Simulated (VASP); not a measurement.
Bi2Te3: single point with PBE

The system is Bi2Te3.

```xyz
5
Lattice="2.2234 1.2837 11.4090 -2.2234 1.2837 11.4090 0.0000 -2.5674 11.4090" Properties=species:S:1:pos:R:3 pbc="T T T"
Bi    0.0000    0.0000   13.4711
Bi    0.0000    0.0000   20.7558
Te    0.0000    0.0000    0.0000
Te    0.0000    0.0000    7.6303
Te    0.0000    0.0000   26.5967
```

```json
{
 "Program": "VASP 6.6.1",
 "Task": "single point",
 "Functional": "PBE",
 "Potentials or basis": "VASP PAW PBE potentials, release 64 (Bi_d, Te)",
 "Cutoff": "520 eV",
 "k mesh": "8 × 8 × 8",
 "Occupations": "gaussian, width 0.05 eV",
 "Spin": "no spin polarisation"
}
```

| Item | Value |
| --- | --- |
| Pressure | -0.2 GPa |
| Largest force | 0.008 eV/Å |
| Band gap on the k mesh | 0.78 eV (least direct gap 0.91 eV) |

Forces on the atoms (eV/Å):
```
Bi   0.000  0.000 -0.007
Bi   0.000  0.000  0.007
Te   0.000  0.000  0.000
Te   0.000  0.000 -0.008
Te   0.000  0.000  0.008
```

Levels at points of the mesh, in eV from the valence-band top:
```csv
k point,band 22,band 23,band 24,band 25,band 26,band 27
"(0.00, 0.00, 0.00)",-0.37,-0.37,-0.13,0.78,1.44,1.44
"(0.50, 0.00, 0.00)",-1.18,-0.52,-0.46,1.26,2.08,2.61
"(0.50, 0.50, 0.00)",-0.98,-0.79,-0.61,1.58,1.92,2.28
"(0.50, 0.50, 0.50)",-0.40,-0.40,-0.32,0.90,1.52,1.52
```

Run time: 50 min on 1 thread of Intel(R) Xeon(R) Platinum 8488C (Sapphire Rapids), on a shared host, peak memory 1.4 GiB.

Caveat: spin-orbit coupling is left out, which moves the levels of the heavy elements. A k mesh can miss the band edges.
